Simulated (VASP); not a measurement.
Hf3Si2F:

```
CELL_PARAMETERS angstrom
4.06111 0.00000 0.00000
-2.03055 3.51702 0.00000
0.00000 0.00000 8.19696
ATOMIC_POSITIONS crystal
Hf 0.00000 0.00000 0.50000
Hf 0.33333 0.66667 0.00000
Hf 0.33333 0.66667 0.50000
Si 0.66667 0.33333 0.24941
Si 0.66667 0.33333 0.75059
F 0.00000 0.00000 0.00000
```

```yaml
Program: VASP 6.6.1
Task: relaxation of cell and atoms
Functional: PBE
Potentials_or_basis: VASP PAW PBE potentials, release 64 (Hf_pv, Si, F)
Cutoff: 600 eV
k_mesh: 6 × 6 × 2
Occupations: gaussian, width 0.1 eV
Spin: no spin polarisation
```

At the start: pressure -0.3 GPa; volume 19.51 Å³/atom.

Question: How do energy, volume and symmetry change on relaxing?

Answer: Over 11 steps the energy falls by 747.2 meV/atom and the volume is 17.15 Å³/atom (-12.1 %); space group P-6m2 (No. 187, to 0.05 Å).

The path:
| step | energy change (eV) | largest force (eV/Å) | pressure (GPa) | volume (Å³) |
| --- | --- | --- | --- | --- |
| 1 | 0.0000 | 1.7206 | -0.27 | 117.08 |
| 2 | -2.8585 | 1.3078 | -5.91 | 114.77 |
| 3 | -4.2948 | 0.6812 | -6.44 | 108.92 |
| 4 | -4.2480 | 0.3167 | 9.26 | 95.64 |
| 5 | -4.4489 | 0.3331 | -0.13 | 102.39 |
| 6 | -4.4490 | 0.3237 | 0.02 | 102.26 |
| 7 | -4.4736 | 0.2396 | 0.28 | 102.33 |
| 8 | -4.4786 | 0.1675 | 0.50 | 102.36 |
| 9 | -4.4822 | 0.0782 | -0.42 | 103.34 |
| 10 | -4.4822 | 0.0823 | -0.38 | 103.29 |
| 11 | -4.4831 | 0.0369 | 0.15 | 102.91 |

Final structure:
```
Hf Si F
1.0
     4.49342    0.00000    0.00000
    -2.24671    3.89142    0.00000
     0.00000    0.00000    5.88558
Hf Si F
3 2 1
Direct
  0.00000 0.00000 0.50000
  0.33333 0.66667 0.00000
  0.33333 0.66667 0.50000
  0.66667 0.33333 0.28374
  0.66667 0.33333 0.71626
  0.00000 0.00000 0.00000
```

Caveat: the k points lie up to 0.53 Å⁻¹ apart in the final cell; an odd number of electrons without spin polarisation forces a metal; a magnetic or distorted state may lie lower.
